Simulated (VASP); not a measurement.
Set up this calculation in VASP 6.6.1, as the native input.

```yaml
Task: relaxation of cell and atoms
Functional: PBEsol
Potentials_or_basis: VASP PAW PBE potentials, release 64 (B)
Cutoff: 600 eV
k_mesh: 9 × 9 × 4
Occupations: gaussian, width 0.1 eV
Spin: no spin polarisation
Dipole_correction: no
Further_INCAR_settings: ALGO = Normal; EDIFF = 1e-06; IBRION = 2; EDIFFG = -0.04; NSW = 90; ISIF = 3
```

The structure of B lies in POSCAR:

```
B
1.0
    2.2034945065      0.0000000000      0.0000000000
   -1.1017472532      1.9082822198      0.0000000000
    0.0000000000      0.0000000000      7.1067046936
B
4
Direct
    0.0000000000      0.0000000000      0.0000000000
    0.0000000000      0.0000000000      0.5000000000
    0.3333333333      0.6666666667      0.7500000000
    0.6666666667      0.3333333333      0.2500000000
```

The input as run:

INCAR

```
SYSTEM = B
PREC     = Accurate       ! precision mode
ENCUT    = 600            ! plane-wave cutoff, eV
EDIFF    = 1E-6           ! SCF threshold, eV
ISMEAR   = 0              ! smearing method
SIGMA    = 0.1            ! smearing width, eV
LREAL    = .False.        ! projectors in reciprocal space
LASPH    = .True.         ! aspherical terms in the spheres
NELM     = 100            ! most SCF steps
ALGO     = Normal         ! electronic algorithm
ISIF     = 3              ! what is computed and relaxed
LWAVE    = .False.        ! write WAVECAR
LCHARG   = .False.        ! write CHGCAR
GGA      = PS             ! functional
IBRION   = 2              ! ionic algorithm
NSW      = 90             ! ionic steps
EDIFFG   = -0.04          ! ionic threshold
```

KPOINTS

```
regular mesh
0
Gamma
  9 9 4
  0 0 0
```

Potentials or basis: VASP PAW PBE potentials, release 64 (B).

Launch:

```bash
$ cat potpaw_PBE.64/B/POTCAR > POTCAR
$ mpirun -np 1 vasp_std > vasp.out
```

It gave:

The relaxed volume is 6.35 Å³/atom, the relaxed cell is a = 2.321 Å, b = 2.321 Å, c = 5.449 Å, α = 90.00°, β = 90.00°, γ = 120.00° and the space group after relaxing (to 0.05 Å) is P6_3/mmc (No. 194). The energy gained by relaxing is 385.2 meV/atom. The ionic steps are 20, the pressure after relaxing is 0.5 GPa and the band gap on the k mesh is zero (band 6 reaches 16.24 eV, above the bottom of band 7 at 6.59 eV).

Caveat: the k points lie up to 0.35 Å⁻¹ apart in the final cell; the PAW data sets were made with another functional, which shifts forces and pressure a little.

Wall time 110 s on 1 thread of Intel(R) Xeon(R) Platinum 8375C CPU @ 2.90GHz (Ice Lake), on a shared host, peak memory 0.15 GiB.
